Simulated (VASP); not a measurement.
Set up this calculation in VASP 6.6.1, as the native input.

```yaml
Task: single point
Functional: LDA
Potentials_or_basis: VASP PAW PBE potentials, release 64 (Lu, Hg)
Cutoff: 520 eV
k_mesh: 8 × 8 × 8
Occupations: fermi-dirac, width 0.1 eV
Spin: no spin polarisation
Dipole_correction: no
Further_INCAR_settings: ALGO = Normal; EDIFF = 1e-06; NBANDS = 26
```

The structure of LuHg lies in POSCAR:

```
LuHg
1.0
    3.6544659696      0.0000000000      0.0000000000
    0.0000000000      3.6544659696      0.0000000000
    0.0000000000      0.0000000000      3.6544659696
Lu Hg
1 1
Direct
    0.5000000000      0.5000000000      0.5000000000
    0.0000000000      0.0000000000      0.0000000000
```

One way to write it, as run:

INCAR

```
SYSTEM = LuHg
  PREC = Accurate
  ENCUT = 520
  EDIFF = 1E-6
  ISMEAR = -1
  SIGMA = 0.1
  LREAL = .False.
  LASPH = .True.
  NELM = 100
  ALGO = Normal
  ISIF = 2
  LWAVE = .False.
  LCHARG = .False.
  GGA = CA
  NBANDS = 26
```

KPOINTS

```
Automatic mesh
0
Gamma
  8 8 8
  0 0 0
```

Potentials or basis: VASP PAW PBE potentials, release 64 (Lu, Hg).

The run is started by

```sh
$ cat potpaw_PBE.64/Lu/POTCAR potpaw_PBE.64/Hg/POTCAR > POTCAR
$ mpirun -np 1 vasp_std > vasp.out
```

Results of the run:

```json
{
 "Pressure": "-6.3 GPa"
}
```

Caveat: the PAW data sets were made with another functional, which shifts forces and pressure a little.

Wall time 17 s on 1 thread of AMD EPYC 9R45 96-Core Processor (Zen 5), with other jobs on the host, peak memory 0.15 GiB.
